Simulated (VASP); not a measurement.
Te2Mo: single point with PBE+D3(BJ)

The system is Te2Mo, a slab with vacuum.

```
Te Mo
1.0
     3.50388    0.00000    0.00000
    -1.75194    3.03445    0.00000
     0.00000    0.00000   24.76772
Te Mo
4 2
Direct
  0.33333 0.66667 0.18169
  0.33333 0.66667 0.32841
  0.33333 0.00000 0.46689
  0.33333 0.00000 0.61361
  0.66667 0.33333 0.25505
  0.00000 0.33333 0.54025
```

This cell differs from its parent crystal: layers slid over each other.

```yaml
Program: VASP 6.6.1
Task: single point
Functional: PBE
Dispersion: D3(BJ)
Potentials_or_basis: VASP PAW PBE potentials, release 64 (Te, Mo_sv)
Cutoff: 520 eV
k_mesh: 9 × 9 × 1
Occupations: gaussian, width 0.05 eV
Spin: no spin polarisation
Dipole_correction: yes
Further_INCAR_settings: ALGO = Normal; EDIFF = 1e-07; NBANDS = 35
```

```
Largest force              : 0.158 eV/Å
Band gap on the k mesh     : 1.06 eV (least direct gap 1.15 eV)
Dispersion energy per atom : -0.467 eV
```

Forces in eV/Å, atoms in the order of the input:
```
Te   0.004  0.006  0.002
Te   0.041 -0.106 -0.110
Te  -0.041  0.106  0.110
Te  -0.004 -0.006 -0.002
Mo   0.002 -0.049 -0.015
Mo  -0.002  0.049  0.015
```

Levels at points of the mesh, in eV from the valence-band top:
| k point | band 22 | band 23 | band 24 | band 25 | band 26 | band 27 | band 28 | band 29 | band 30 | band 31 |
| --- | --- | --- | --- | --- | --- | --- | --- | --- | --- | --- |
| (0.00, 0.00, 0.00) | -0.86 | -0.85 | -0.85 | -0.75 | -0.01 | 3.08 | 3.09 | 3.19 | 3.20 | 3.39 |

It took 7.4 min on 1 thread of Intel(R) Xeon(R) 6975P-C (Granite Rapids) (shared host), peak memory 0.57 GiB.

Caveat: the cell differs from its parent crystal (layers slid over each other); spin-orbit coupling is left out, which moves the levels of the heavy elements.
